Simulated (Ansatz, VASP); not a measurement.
**Ge: VASP beside Ansatz**

```
Ge
1.0
     0.00000    2.80354    2.80354
     2.80354    0.00000    2.80354
     2.80354    2.80354    0.00000
Ge
2
Cartesian
  0.0000 0.0000 0.0000
  1.4018 1.4018 1.4018
```

Alike in both runs: task single point; functional PBEsol; k mesh 6 × 6 × 6; occupations fermi-dirac, width 0.1 eV; no spin polarisation.

|  | VASP | Ansatz |
| --- | --- | --- |
| version | VASP 6.6.1 | Ansatz 0.2.0 |
| potentials or method | VASP PAW PBE potentials, release 64 (Ge_d), cutoff 520 eV | plane waves, PAW |
| valence electrons in the cell | 28 | 28 |

Ansatz gave:

* pressure (GPa): 2.7

What did VASP give for the same quantities?

Pressure (GPa): 2.6.

VASP's potentials were made for PBE, not for PBEsol.
